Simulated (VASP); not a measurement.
Crystal: Bi2Te2Se.

```xyz
5
Lattice="2.1610 1.2476 10.5856 -2.1610 1.2476 10.5856 0.0000 -2.4953 10.5856" Properties=species:S:1:pos:R:3 pbc="T T T"
Bi    0.0000    0.0000   19.3169
Bi    0.0000    0.0000   12.4398
Te    0.0000    0.0000    6.9736
Te    0.0000    0.0000   24.7831
Se    2.1610    1.2476   10.5856
```

- Program: VASP 6.6.1
- Task: relaxation of the atoms
- Functional: LDA
- Potentials or basis: VASP PAW LDA potentials, release 64 (Bi_d, Te, Se)
- Cutoff: 520 eV
- k mesh: 3 × 3 × 3
- Occupations: gaussian, width 0.01 eV
- Spin: no spin polarisation

At the start: pressure -2.5 GPa; volume 34.25 Å³/atom.

Q: How do energy, volume and symmetry change on relaxing?

A: Over 11 steps the energy falls by 3.2 meV/atom at a fixed cell; space group R-3m (No. 166, to 0.1 Å) before and after.

The path:
| step | energy change (eV) | largest force (eV/Å) | pressure (GPa) |
| --- | --- | --- | --- |
| 1 | 0.0000 | 0.2505 | -2.52 |
| 2 | -0.0056 | 0.1567 | -2.32 |
| 3 | -0.0076 | 0.1092 | -2.12 |
| 4 | -0.0076 | 0.1220 | -2.10 |
| 5 | -0.0096 | 0.1051 | -2.03 |
| 6 | -0.0138 | 0.0609 | -1.84 |
| 7 | -0.0151 | 0.0282 | -1.46 |
| 8 | -0.0158 | 0.0077 | -1.59 |
| 9 | -0.0158 | 0.0058 | -1.57 |
| 10 | -0.0158 | 0.0076 | -1.60 |
| 11 | -0.0158 | 0.0015 | -1.59 |

Final structure:
```
CELL_PARAMETERS angstrom
2.16097 1.24764 10.58557
-2.16097 1.24764 10.58557
0.00000 -2.49527 10.58557
ATOMIC_POSITIONS crystal
Bi 0.60930 0.60930 0.60930
Bi 0.39070 0.39070 0.39070
Te 0.22201 0.22201 0.22201
Te 0.77799 0.77799 0.77799
Se 0.00000 0.00000 0.00000
```

Caveat: the k points lie up to 0.56 Å⁻¹ apart.
